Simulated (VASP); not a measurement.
# Ag (P6/mmm) in VASP: a series of runs, part 2 of 2

VASP 6.6.1. Earlier steps stand in the parts before.

## (3) Single point, LDA

File INCAR:

```
PREC     = Accurate       # precision mode
ENCUT    = 500            # plane-wave cutoff, eV
EDIFF    = 1E-6           # SCF threshold, eV
ISMEAR   = -1             # smearing method
SIGMA    = 0.05           # smearing width, eV
LREAL    = F              # projectors in reciprocal space
LASPH    = T              # aspherical terms in the spheres
NELM     = 120            # most SCF steps
ALGO     = Normal         # electronic algorithm
ISIF     = 2              # what is computed and relaxed
LWAVE    = F              # write WAVECAR
LCHARG   = T              # write CHGCAR
LELF     = T              # ELF
LVHAR    = T            
NBANDS   = 24             # bands
GGA_COMPAT= F
```

File KPOINTS:

```
Automatic mesh
0
Gamma
  10 10 13
```

File POSCAR:

```
Ag
1.0
    3.8380073114      0.0000000000      0.0000000000
   -1.9190036557      3.3238118316      0.0000000000
    0.0000000000      0.0000000000      2.2919422329
Ag
3
Direct
    0.0000000000      0.0000000000      0.0000000000
    0.3333333333      0.6666666667      0.5000000000
    0.6666666667      0.3333333333      0.5000000000
```

Potentials or basis: VASP PAW LDA potentials, release 64 (Ag).

Started as:

```console
$ cat potpaw_LDA.64/Ag/POTCAR > POTCAR
$ mpirun -np 1 vasp_std > vasp.out
```

OUTCAR:

```text
PREC = Accurate
   ENCUT = 500
   EDIFF = 1E-6
   ISMEAR = -1
   LREAL = F
   LASPH = T
   NELM = 120
   ISIF = 2

 ion  position               nearest neighbor table
   1  0.000  0.000  0.000-   2 2.49   3 2.49   2 2.49   3 2.49   3 2.49   3 2.49   2 2.49   2 2.49
                             3 2.49   3 2.49   2 2.49   2 2.49
   2  0.333  0.667  0.500-   3 2.22   3 2.22   3 2.22   1 2.49   1 2.49   1 2.49   1 2.49   1 2.49
                             1 2.49   3 3.19   3 3.19   3 3.19   3 3.19   3 3.19   3 3.19
   3  0.667  0.333  0.500-   2 2.22   2 2.22   2 2.22   1 2.49   1 2.49   1 2.49   1 2.49   1 2.49
                             1 2.49   2 3.19   2 3.19   2 3.19   2 3.19   2 3.19   2 3.19
[... 848 lines left out ...]
  --------------------------------------------------------------------------------------
  -------------------------------------------------------------------------------------
  Total       51.2495100     51.2495100     51.3143470      0.0000000      0.0000000      0.0000000
  in kB     2808.3705174   2808.3705174   2811.9234543      0.0000000      0.0000000      0.0000000
  external PRESSURE =    2809.5548297 kB  Pullay stress =       0.0000000 kB

 VOLUME and BASIS-vectors are now :
 -----------------------------------------------------------------------------
  energy-cutoff  :      500.00
  volume of cell :       29.24
      direct lattice vectors                 reciprocal lattice vectors
     3.838007311  0.000000000  0.000000000     0.260551875  0.150429695  0.000000000
    -1.919003656  3.323811832  0.000000000     0.000000000  0.300859390  0.000000000
     0.000000000  0.000000000  2.291942233     0.000000000  0.000000000  0.436311171

 POSITION                                       TOTAL-FORCE (eV/Angst)
 -----------------------------------------------------------------------------------
      0.00000      0.00000      0.00000         0.000000      0.000000     -0.000000
     -0.00000      2.21587      1.14597         0.000000     -0.000000     -0.000000
      1.91900      1.10794      1.14597        -0.000000      0.000000      0.000000
 -----------------------------------------------------------------------------------
    total drift:                                0.000000      0.000000     -0.000000

  FREE ENERGIE OF THE ION-ELECTRON SYSTEM (eV)
  ---------------------------------------------------
  free  energy   TOTEN  =        -0.9689777575 eV

  energy  without entropy=       -0.9641661616  energy(sigma->0) =       -0.96657196
```

stdout:

```text
POSCAR found type information on POSCAR Ag
 POSCAR found :  1 types and       3 ions
 scaLAPACK will be used
 LDA part: xc-table for (Slater(with rela. corr.)+CA(PZ))
 , standard interpolation
 POSCAR, INCAR and KPOINTS ok, starting setup
 FFT: planning ... GRIDC
 FFT: planning ... GRID_SOFT
 FFT: planning ... GRID
 WAVECAR not read
 entering main loop
```

It took 30 s on 1 thread of Intel Xeon Platinum 8488C (Sapphire Rapids), shared host; peak memory 0.16 GiB.

What came out:

- Free energy: -0.9690 eV
- Pressure: 281.0 GPa
- Band gap on the k mesh: zero (an odd number of electrons rules out a gap without spin polarisation)

Caveat: the cell stands under pressure.

## (4) Relaxation of cell and atoms, LDA, target pressure 280 GPa, at which the enthalpy is minimised

This run uses another cell than the first one, of 9.68 Å³/atom.

File INCAR:

```
SYSTEM = Ag
PREC     = Accurate       ! precision mode
ENCUT    = 500            ! plane-wave cutoff, eV
EDIFF    = 1E-7           ! SCF threshold, eV
ISMEAR   = -1             ! smearing method
SIGMA    = 0.05           ! smearing width, eV
LREAL    = .False.        ! projectors in reciprocal space
LASPH    = .True.         ! aspherical terms in the spheres
NELM     = 120            ! most SCF steps
ALGO     = Normal         ! electronic algorithm
ISIF     = 3              ! what is computed and relaxed
LWAVE    = .False.        ! write WAVECAR
LCHARG   = .False.        ! write CHGCAR
IBRION   = 2              ! ionic algorithm
NSW      = 60             ! ionic steps
EDIFFG   = -0.005         ! ionic threshold
PSTRESS  = 2800.0       
GGA_COMPAT= .False.      
NELMIN   = 4
```

File KPOINTS:

```
regular mesh
0
Gamma
  10 10 13
  0 0 0
```

File POSCAR:

```
Ag
1.0
    3.7811075424      0.0000000000      0.0000000000
   -1.8905537712      3.2745351862      0.0000000000
    0.0000000000      0.0000000000      2.3442866763
Ag
3
Direct
    0.0000000000      0.0000000000      0.0000000000
    0.3333333333      0.6666666667      0.5000000000
    0.6666666667      0.3333333333      0.5000000000
```

Started as:

```console
$ cat potpaw_LDA.64/Ag/POTCAR > POTCAR
$ mpirun -np 1 vasp_std > vasp.out
```

Run time: 3.1 min. Hardware: 1 thread of Intel Xeon Platinum 8488C (Sapphire Rapids), shared host; peak memory 0.17 GiB.

It converged, with:

```
Free energy                                                : -1.0080 eV
Relaxed volume                                             : 9.75 Å³/atom
Relaxed cell                                               : a = 3.839 Å, b = 3.839 Å, c = 2.293 Å, α = 90.00°, β = 90.00°, γ = 120.00°
Space group after relaxing (to 0.1 Å)                      : P6/mmm (No. 191)
Energy change on relaxing (the run minimises the enthalpy) : -175.9 meV/atom
Ionic steps                                                : 12
Pressure after relaxing                                    : 280.0 GPa
Band gap on the k mesh                                     : zero (an odd number of electrons rules out a gap without spin polarisation)
```

Step by step:
```
step  energy change (eV)  largest force (eV/Å)  pressure (GPa)  volume (Å³)
   1              0.0000                0.0000          291.63        29.03
   2             -3.4828                0.0000          195.39        31.88
   3             -1.1189                0.0000          265.12        29.61
   4              3.7100                0.0000          376.69        27.51
   5             -0.7135                0.0000          275.37        29.37
   6             -0.6566                0.0000          276.77        29.33
   7             -0.6403                0.0000          277.18        29.33
   8              0.0116                0.0000          293.33        28.96
   9             -0.5268                0.0000          280.04        29.26
  10             -0.5245                0.0000          280.07        29.26
  11             -0.5441                0.0000          279.59        29.27
  12             -0.5277                0.0000          280.00        29.26
```

Final structure:
```
Ag
1.0
     3.83873    0.00000    0.00000
    -1.91937    3.32444    0.00000
     0.00000    0.00000    2.29282
Ag
3
Direct
  0.00000 0.00000 0.00000
  0.33333 0.66667 0.50000
  0.66667 0.33333 0.50000
```

Levels at points of the mesh, in eV from the Fermi level:
```csv
k point,band 12,band 13,band 14,band 15,band 16,band 17,band 18,band 19,band 20
"(0.00, 0.00, 0.00)",-6.55,-6.47,-6.47,-3.47,-3.47,6.75,6.75,6.88,6.88
"(0.50, 0.00, 0.00)",-4.70,-4.37,-4.32,-4.29,-3.88,-3.41,-2.31,8.22,13.98
```

Caveat: the cell is relaxed towards a set pressure, so the run minimises the enthalpy, not the energy.
